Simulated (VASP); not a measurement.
Input of a VASP 6.6.1 run:

Contents of INCAR:

```
SYSTEM = IrRh4
PREC = Accurate
ENCUT = 520
EDIFF = 1E-7
ISMEAR = 0
SIGMA = 0.1
LREAL = .FALSE.
LASPH = .TRUE.
NELM = 80
ALGO = Fast
ISIF = 2
LWAVE = .FALSE.
LCHARG = .FALSE.
GGA = PE
NBANDS = 42
```

Contents of KPOINTS:

```
Automatic mesh
0
G
  6 6 6
  0 0 0
```

File POSCAR:

```
IrRh4
1.0
   -3.0336387000      3.0336387000      1.9174808000
    3.0336387000     -3.0336387000      1.9174808000
    3.0336387000      3.0336387000     -1.9174808000
Ir Rh
1 4
Direct
    0.0000000000      0.0000000000      0.0000000000
    0.7993180000      0.6013260000      0.4006440000
    0.2006820000      0.3986740000      0.5993560000
    0.3986740000      0.7993180000      0.1979920000
    0.6013260000      0.2006820000      0.8020080000
```

Potentials or basis: VASP PAW PBE potentials, release 64 (Ir, Rh_pv).

The run is started by

```bash
$ cat potpaw_PBE.64/Ir/POTCAR potpaw_PBE.64/Rh_pv/POTCAR > POTCAR
$ mpirun -np 1 vasp_std > vasp.out
```

Question: Estimate the band gap on the k mesh.

Answer: Zero (an odd number of electrons rules out a gap without spin polarisation).

Question: What does it give for the largest force?

Answer: 0.005 eV/Å.

Question: Predict the pressure.

Answer: 0.1 GPa.

Forces in eV/Å, atoms in the order of the input:
```
Ir   0.000  0.000  0.000
Rh   0.000 -0.005  0.000
Rh   0.000  0.005  0.000
Rh  -0.005  0.000  0.000
Rh   0.005  0.000  0.000
```

Caveat: spin-orbit coupling is left out, which moves the levels of the heavy elements.
